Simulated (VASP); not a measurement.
# ZrB2 (P6/mmm) in VASP: notebook

ZrB2 is run at these levels: PBE; tasks: single point.

Program: VASP 6.6.1. These are calculated values, not measurements. Logs are shortened: lines on timing, memory, paths and dates and some standing lists are left out, and cuts for length are marked.

## Step 1: The cell of the first run

The structure is hexagonal, space group P6/mmm (No. 191). The conventional cell has a = 3.170 Å, b = 3.170 Å, c = 3.533 Å, α = 90.00°, β = 90.00°, γ = 120.00°. Zr (site symmetry 6/mmm) has 12 B at 2.54 Å and 6 Zr at 3.17 Å within 3.4 Å. B (site symmetry -6m2) has 3 B at 1.83 Å within 2.4 Å.

## Step 2: Single point, PBE

Contents of INCAR:

```
PREC     = Accurate       # precision mode
ENCUT    = 520            # plane-wave cutoff, eV
EDIFF    = 1E-6           # SCF threshold, eV
ISMEAR   = 0              # smearing method
SIGMA    = 0.018000000000000002 # smearing width, eV
LREAL    = False          # projectors in reciprocal space
LASPH    = True           # aspherical terms in the spheres
NELM     = 100            # most SCF steps
ALGO     = Normal         # electronic algorithm
ISIF     = 2              # what is computed and relaxed
LWAVE    = False          # write WAVECAR
LCHARG   = False          # write CHGCAR
GGA      = PE             # functional
NBANDS   = 16             # bands
```

Contents of KPOINTS:

```
regular mesh
0
Gamma
  10 10 8
```

Contents of POSCAR:

```
ZrB2
1.0
    3.1700000000      0.0000000000      0.0000000000
   -1.5850000000      2.7453005300      0.0000000000
    0.0000000000      0.0000000000      3.5330000000
Zr B
1 2
Direct
    0.0000000000      0.0000000000      0.0000000000
    0.6666666667      0.3333333333      0.5000000000
    0.3333333333      0.6666666667      0.5000000000
```

Potentials or basis: VASP PAW PBE potentials, release 64 (Zr_sv, B).

Started as:

```bash
$ cat potpaw_PBE.64/Zr_sv/POTCAR potpaw_PBE.64/B/POTCAR > POTCAR
$ mpirun -np 1 vasp_std > vasp.out
```

OUTCAR:

```text
PREC = Accurate
   ENCUT = 520
   EDIFF = 1E-6
   ISMEAR = 0
   LREAL = False
   LASPH = True
   NELM = 100
   ISIF = 2
   GGA = PE

 ion  position               nearest neighbor table
   1  0.000  0.000  0.000-   2 2.54   3 2.54   2 2.54   3 2.54   2 2.54   2 2.54   3 2.54   3 2.54
                             2 2.54   2 2.54   3 2.54   3 2.54
   2  0.667  0.333  0.500-   3 1.83   3 1.83   3 1.83   1 2.54   1 2.54   1 2.54   1 2.54   1 2.54
                             1 2.54
   3  0.333  0.667  0.500-   2 1.83   2 1.83   2 1.83   1 2.54   1 2.54   1 2.54   1 2.54   1 2.54
                             1 2.54

  LATTYP: Found a hexagonal cell.
 ALAT       =     3.1700000000
 C/A-ratio  =     1.1145110410

  Lattice vectors:

 A1 = (   3.1700000000,   0.0000000000,   0.0000000000)
 A2 = (  -1.5850000000,   2.7453005300,   0.0000000000)
 A3 = (   0.0000000000,   0.0000000000,   3.5330000000)

Analysis of symmetry for initial positions (statically):
=====================================================================
 Subroutine PRICEL returns:
 Original cell was already a primitive cell.

 Routine SETGRP: Setting up the symmetry group for a
 hexagonal supercell.

 Subroutine GETGRP returns: Found 24 space group operations
 (whereof 24 operations were pure point group operations)
 out of a pool of 24 trial point group operations.

The static configuration has the point symmetry D_6h.

Analysis of symmetry for dynamics (positions and initial velocities):
=====================================================================
 Subroutine PRICEL returns:
 Original cell was already a primitive cell.

 Routine SETGRP: Setting up the symmetry group for a
 hexagonal supercell.

 Subroutine GETGRP returns: Found 24 space group operations
 (whereof 24 operations were pure point group operations)
 out of a pool of 24 trial point group operations.

The dynamic configuration has the point symmetry D_6h.

 Subroutine INISYM returns: Found 24 space group operations
 (whereof 24 operations are pure point group operations),
 and found     1 'primitive' translations

----------------------------------------------------------------------------------------

                                     Primitive cell

  volume of cell :      30.7463

  direct lattice vectors                    reciprocal lattice vectors
     3.170000000  0.000000000  0.000000000     0.315457413  0.182129422  0.000000000
    -1.585000000  2.745300530  0.000000000     0.000000000  0.364258845  0.000000000
     0.000000000  0.000000000  3.533000000     0.000000000  0.000000000  0.283045570

  length of vectors
     3.170000000  3.170000000  3.533000000     0.364258845  0.364258845  0.283045570

  position of ions in fractional coordinates (direct lattice)
     0.000000000  0.000000000  0.000000000
     0.666666667  0.333333333  0.500000000
     0.333333333  0.666666667  0.500000000

  ion indices of the primitive-cell ions
   primitive index   ion index
                 1           1
                 2           2
                 3           3

----------------------------------------------------------------------------------------

 KPOINTS: regular mesh

Automatic generation of k-mesh.
 Grid dimensions read from file:
 generate k-points for:   10   10    8

 Generating k-lattice:

  Cartesian coordinates                     Fractional coordinates (reciprocal lattice)
     0.031545741  0.018212942  0.000000000     0.100000000  0.000000000  0.000000000
     0.000000000  0.036425884  0.000000000     0.000000000  0.100000000  0.000000000
     0.000000000  0.000000000  0.035380696     0.000000000  0.000000000  0.125000000

  Length of vectors
     0.036425884  0.036425884  0.035380696

  Shift w.r.t. Gamma in fractional coordinates (k-lattice)
     0.000000000  0.000000000  0.000000000

 Subroutine IBZKPT returns following result:
 ===========================================

 Found     70 irreducible k-points:

 Following reciprocal coordinates:
            Coordinates               Weight
  0.000000  0.000000  0.000000      1.000000
  0.100000 -0.000000  0.000000      6.000000
  0.200000 -0.000000  0.000000      6.000000
  0.300000  0.000000  0.000000      6.000000
  0.400000  0.000000  0.000000      6.000000
  0.500000  0.000000  0.000000      3.000000
[... 16 lines left out ...]
  0.300000  0.100000  0.125000     24.000000
  0.400000  0.100000  0.125000     24.000000
 [... further k-points ...]
   k-points           NKPTS =     70   k-points in BZ     NKDIM =     70   number of bands    NBANDS=     16
   number of dos      NEDOS =    301   number of ions     NIONS =      3
   total plane-waves  NPLWV =  16128
   dimension x,y,z NGX =    24 NGY =   24 NGZ =   28
   dimension x,y,z NGXF=    48 NGYF=   48 NGZF=   56
   ions per type =               1   2
   NGX,Y,Z   is equivalent  to a cutoff of  12.59, 12.59, 13.18 a.u.
   NGXF,Y,Z  is equivalent  to a cutoff of  25.17, 25.17, 26.35 a.u.
 SYSTEM =  unknown system
   PREC   = accura    normal or accurate (medium, high low for compatibility)
   ISTART =      0    job   : 0-new  1-cont  2-samecut
   ICHARG =      2    charge: 1-file 2-atom 10-const
   ISPIN  =      1    spin polarized calculation?
   LNONCOLLINEAR =      F non collinear calculations
   LSORBIT =      F    spin-orbit coupling
   LASPH  =      T    aspherical Exc in radial PAW
   ENCUT  =  520.0 eV  38.22 Ry    6.18 a.u.   5.89  5.89  6.57*2*pi/ulx,y,z
   NELM   =    100;   NELMIN=  2; NELMDL= -5     # of ELM steps
   EDIFF  = 0.1E-05   stopping-criterion for ELM
   LREAL  =      F    real-space projection
   EDIFFG = 0.1E-04   stopping-criterion for IOM
   NSW    =      0    number of steps for IOM
   IBRION =     -1    ionic relax: 0-MD 1-quasi-New 2-CG
   NFREE  =      0    steps in history (QN), initial steepest desc. (CG)
   ISIF   =      2    stress and relaxation
   ISYM   =      2    0-nonsym 1-usesym 2-fastsym
   POTIM  = 0.5000    time-step for ionic-motion
   TEBEG  =    0.0;   TEEND  =   0.0 temperature during run
   PSTRESS=    0.0 pullay stress
   NELECT =      18.0000    total number of electrons
   NUPDOWN=      -1.0000    fix difference up-down
   EMIN   =  10.00;   EMAX   =-10.00  energy-range for DOS
   EFERMI =   0.00;   METHOD = LEGACY
   ISMEAR =     0;   SIGMA  =   0.02  broadening in eV -4-tet -1-fermi 0-gaus
   EFERMI_NEDOS =   21; number of points for ismear=-14 and -15
   IALGO  =     38    algorithm
   IMIX   =      4    mixing-type and parameters
     AMIX     =   0.40;   BMIX     =  1.00
     AMIX_MAG =   1.60;   BMIX_MAG =  1.00
  volume/ion in A,a.u.               =      10.25        69.16
  Fermi-wavevector in a.u.,A,eV,Ry     =   1.369519  2.588016 25.518847  1.875582
  Thomas-Fermi vector in A             =   2.495387
   LORBIT       =      0    0 simple, 1 ext, 2 COOP (PROOUT), +10 PAW based schemes
   GGA     = PE    functional components
   LHFCALC =     F    Hartree Fock is set to
   AEXX    =    0.0000 exact exchange contribution
   IVDW    =     0    specifies the selected vdW correction
   LEPSILON=     F    determine dielectric tensor
   LRPA    =     F    only Hartree local field effects (RPA)
 non-spin polarized calculation
 Gauss-broadening in eV      SIGMA  =   0.02
  energy-cutoff  :      520.00
  volume of cell :       30.75
 maximum number of plane-waves:       844
 NGX is ok and might be reduce to    24
   NGX = 11   NGY = 11   NGZ = 13

 number of electron      18.0000000 magnetization

 Free energy of the ion-electron system (eV)
  ---------------------------------------------------
  ext. energy  EPLUGINS =         0.00000000
  ---------------------------------------------------
  free energy    TOTEN  =       -24.97410330 eV

  energy without entropy =      -24.97392184  energy(sigma->0) =      -24.97401257

 E-fermi :  10.4015     XC(G=0): -12.4435

 val. band max:       10.3785761998   @ k =   0.3000   0.2000   0.0000
 cond. band min:      10.4029862283   @ k =   0.2000   0.2000   0.1250
 fundamental gap:      0.0244100286
 Fermi energy:        10.4014729860

 k-point     1 :       0.0000    0.0000    0.0000
  band No.  band energies     occupation
      1     -38.1100      2.00000
      2     -16.2919      2.00000
      3     -15.7456      2.00000
      4     -15.7456      2.00000
      5      -2.2014      2.00000
      6       7.8960      2.00000
[... 8 lines left out ...]
     15      15.6750      0.00000
     16      15.6750      0.00000

 k-point     2 :       0.1000   -0.0000    0.0000
  band No.  band energies     occupation
      1     -38.0990      2.00000
      2     -16.2755      2.00000
      3     -15.8415      2.00000
      4     -15.7664      2.00000
      5      -2.0020      2.00000
      6       7.3256      2.00000
[... 8 lines left out ...]
     15      16.3358      0.00000
     16      16.8607      0.00000

 k-point     3 :       0.2000   -0.0000    0.0000
  band No.  band energies     occupation
      1     -38.0702      2.00000
      2     -16.2324      2.00000
      3     -16.0855      2.00000
      4     -15.8204      2.00000
      5      -1.4354      2.00000
      6       6.0658      2.00000
[... 8 lines left out ...]
     15      17.2969      0.00000
     16      18.1356      0.00000

 k-point     4 :       0.3000    0.0000    0.0000
  band No.  band energies     occupation
      1     -38.0342      2.00000
      2     -16.3739      2.00000
      3     -16.1786      2.00000
      4     -15.8863      2.00000
      5      -0.5727      2.00000
      6       4.6246      2.00000
[... 8 lines left out ...]
     15      18.2919      0.00000
     16      20.4213      0.00000
[... 324 lines left out ...]
 k-point    22 :       0.2000    0.1000    0.1250
  band No.  band energies     occupation
      1     -38.0440      2.00000
      2     -16.2586      2.00000
      3     -16.2336      2.00000
      4     -15.8836      2.00000
      5      -0.7535      2.00000
      6       5.2914      2.00000
[... 8 lines left out ...]
     15      17.7650      0.00000
     16      19.1120      0.00000

 k-point    23 :       0.3000    0.1000    0.1250
  band No.  band energies     occupation
      1     -38.0114      2.00000
      2     -16.4831      2.00000
      3     -16.1941      2.00000
      4     -15.9600      2.00000
      5       0.1613      2.00000
      6       3.8826      2.00000
[... 8 lines left out ...]
     15      18.0425      0.00000
     16      20.9178      0.00000

 k-point    24 :       0.4000    0.1000    0.1250
  band No.  band energies     occupation
      1     -37.9911      2.00000
      2     -16.6251      2.00000
      3     -16.1619      2.00000
      4     -16.0067      2.00000
      5       1.2638      2.00000
      6       2.5212      2.00000
[... 8 lines left out ...]
     15      18.8022      0.00000
     16      20.6110      0.00000

 [... further k-points ...]
[... 5 lines left out ...]
  --------------------------------------------------------------------------------------
  -------------------------------------------------------------------------------------
  Total        0.0975992      0.0975992      0.3393760      0.0000000      0.0000000     -0.0000000
  in kB        5.0858559      5.0858559     17.6847506      0.0000000      0.0000000     -0.0000000
  external PRESSURE =       9.2854875 kB  Pullay stress =       0.0000000 kB

 VOLUME and BASIS-vectors are now :
 -----------------------------------------------------------------------------
  energy-cutoff  :      520.00
  volume of cell :       30.75
      direct lattice vectors                 reciprocal lattice vectors
     3.170000000  0.000000000  0.000000000     0.315457413  0.182129422  0.000000000
    -1.585000000  2.745300530  0.000000000     0.000000000  0.364258845  0.000000000
     0.000000000  0.000000000  3.533000000     0.000000000  0.000000000  0.283045570

 POSITION                                       TOTAL-FORCE (eV/Angst)
 -----------------------------------------------------------------------------------
      0.00000      0.00000      0.00000        -0.000000      0.000000      0.000000
      1.58500      0.91510      1.76650        -0.000000     -0.000000      0.000000
     -0.00000      1.83020      1.76650         0.000000      0.000000      0.000000
 -----------------------------------------------------------------------------------
    total drift:                               -0.000000      0.000000     -0.000000

  FREE ENERGIE OF THE ION-ELECTRON SYSTEM (eV)
  ---------------------------------------------------
  free  energy   TOTEN  =       -24.9741033027 eV

  energy  without entropy=      -24.9739218407  energy(sigma->0) =      -24.97401257
```

Wall time 38 s (1 thread of Intel Xeon 8259CL, shared host); peak memory 0.16 GiB.

What came out:

| Item | Value |
| --- | --- |
| Free energy | -24.9741 eV |
| Pressure | 0.9 GPa |
| Band gap on the k mesh | zero (band 9 reaches 11.10 eV, above the bottom of band 10 at 10.29 eV) |

Stress tensor (GPa, compression positive):
```
0.51 0.00 0.00
0.00 0.51 0.00
0.00 0.00 1.77
```

[end of part 1 of 2]
